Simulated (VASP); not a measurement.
A run of VASP 6.6.1 is set up as follows.

Contents of INCAR:

```
SYSTEM = BaHfO3
PREC = Accurate
ENCUT = 520
EDIFF = 1E-7
ISMEAR = 0
SIGMA = 0.1
LREAL = .False.
LASPH = .True.
NELM = 100
ALGO = Normal
ISIF = 2
LWAVE = .False.
LCHARG = .True.
GGA = PE
IVDW = 12
LELF = .True.
LVHAR = .True.
NBANDS = 27
```

KPOINTS

```
regular mesh
0
Gamma
  4 4 4
  0 0 0
```

The input POSCAR:

```
BaHfO3
1.0
    4.1695666300      0.0000000000      0.0000000000
    0.0000000000      4.1695666300      0.0000000000
    0.0000000000      0.0000000000      4.1703767800
Ba Hf O
1 1 3
Direct
    0.5000000000      0.5000000000      0.9964249700
    0.0000000000      0.0000000000      0.4978753300
    0.0000000000      0.5000000000      0.4988901300
    0.5000000000      0.0000000000      0.4988901300
    0.0000000000      0.0000000000      0.9979412000
```

Potentials or basis: VASP PAW PBE potentials, release 64 (Ba_sv, Hf_pv, O).

Command:

```console
$ cat potpaw_PBE.64/Ba_sv/POTCAR potpaw_PBE.64/Hf_pv/POTCAR potpaw_PBE.64/O/POTCAR > POTCAR
$ mpirun -np 1 vasp_std > vasp.out
```

Q: Estimate the pressure.

A: 1.1 GPa.

Q: Predict the dispersion energy per atom.

A: -0.234 eV.

Q: Estimate the band gap on the k mesh.

A: 3.58 eV (least direct gap 3.79 eV).

Q: Predict the largest force.

A: 0.024 eV/Å.

Forces in eV/Å, atoms in the order of the input:
```
Ba   0.000  0.000  0.024
Hf   0.000  0.000 -0.017
O    0.000  0.000 -0.014
O    0.000  0.000 -0.014
O    0.000  0.000  0.020
```

Caveat: spin-orbit coupling is left out, which moves the levels of the heavy elements. A k mesh can miss the band edges.
